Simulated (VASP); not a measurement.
A run of VASP 6.6.1:

INCAR

```
ALGO = Normal
EDIFF = 1E-6
ENCUT = 600
GGA = PS
GGA_COMPAT = F
ISIF = 2
ISMEAR = 0
LASPH = T
LCHARG = F
LREAL = F
LWAVE = F
NBANDS = 16
NELM = 120
PREC = Accurate
SIGMA = 0.01
```

The input KPOINTS:

```
k-points
0
Gamma
  8 8 8
```

POSCAR

```
GaN
1.0
    0.0000000000      2.2339637673      2.2339637673
    2.2339637673      0.0000000000      2.2339637673
    2.2339637673      2.2339637673      0.0000000000
Ga N
1 1
Direct
    0.0000000000      0.0000000000      0.0000000000
    0.2500000000      0.2500000000      0.2500000000
```

Potentials or basis: VASP PAW PBE potentials, release 64 (Ga_d, N).

Command:

```console
$ cat potpaw_PBE.64/Ga_d/POTCAR potpaw_PBE.64/N/POTCAR > POTCAR
$ mpirun -np 1 vasp_std > vasp.out
```

Hardware: 1 thread of Intel(R) Xeon(R) Platinum 8488C (Sapphire Rapids), with other jobs on the host.

Problem. Estimate the wall time of this run.

Solution. Wall time 13 s on 1 thread of Intel(R) Xeon(R) Platinum 8488C (Sapphire Rapids), on a shared host, peak memory 0.16 GiB. Counts: scf iterations 13, k points 29.
